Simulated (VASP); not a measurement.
Runs of VASP 6.6.1 on Ti. The structure is that of space group Fm-3m (No. 225), or close to it. The cells are those of the table. 

| cell | gap on the mesh (eV) | pressure (GPa) |
| --- | --- | --- |
| a = 2.979, b = 2.979, c = 3.014 Å, angles 59.6, 59.6, 60.8°, 1 atom | none | -7.9 |
| a = 2.835, b = 2.835, c = 2.871 Å, angles 59.6, 59.6, 60.8°, 1 atom | none | 8.2 |
| a = 2.979, b = 2.979, c = 2.943 Å, angles 60.4, 60.4, 59.2°, 1 atom | none | -5.8 |
| a = 2.835, b = 2.835, c = 2.799 Å, angles 60.4, 60.4, 59.2°, 1 atom | none | (a) |
| a = 2.909, b = 2.909, c = 2.799 Å, angles 61.2, 61.2, 57.5°, 1 atom | none | 4.9 |
| a = 2.872, b = 2.872, c = 2.799 Å, angles 60.8, 60.8, 58.3°, 1 atom | none | 8.2 |

Alike in all rows: task single point; level r2SCAN; potentials or basis VASP PAW PBE potentials, release 64 (Ti_sv); no spin polarisation; k mesh 20 × 20 × 20; cutoff (eV) 520; smearing gaussian 0.15 eV.

Q: Fill in the values left out.

A: (a) 11.7.

Caveats: the PAW data sets were made with another functional, which shifts forces and pressure a little; the cell stands under pressure (at least some runs); the cell stands under tension (at least some runs).

A gap of «none» marks levels without a gap at the run's occupations.
